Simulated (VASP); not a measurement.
HfN: single point with PBEsol

Crystal: HfN.

```xyz
2
Lattice="0.0000 2.3405 2.3405 2.3405 0.0000 2.3405 2.3405 2.3405 0.0000" Properties=species:S:1:pos:R:3 pbc="T T T"
Hf    0.0000    0.0000    0.0000
N     3.5108    3.5108    3.5108
```

| Property | Result |
| --- | --- |
| Program | VASP 6.6.1 |
| Task | single point |
| Functional | PBEsol |
| Potentials or basis | VASP PAW PBE potentials, release 64 (Hf_pv, N) |
| Cutoff | 520 eV |
| k mesh | 9 × 9 × 9 |
| Occupations | methfessel-paxton, width 0.1 eV |
| Spin | no spin polarisation |
| Dipole correction | no |
| Further INCAR settings | ALGO = Normal; EDIFF = 1e-07; NBANDS = 14 |

```yaml
Pressure: 29.6 GPa
```

Levels at points of the mesh, in eV from the Fermi level:
```
           k point  band 5  band 6  band 7  band 8  band 9  band 10
(0.00, 0.00, 0.00)   -6.12   -6.12   -6.12   -0.35    2.57     2.57
```

Wall time 23 s on 1 thread of AMD EPYC 7R43 64-Core Processor (Zen 3) (shared host), peak memory 0.12 GiB.

Caveat: the PAW data sets were made with another functional, which shifts forces and pressure a little; spin-orbit coupling is left out, which moves the levels of the heavy elements.
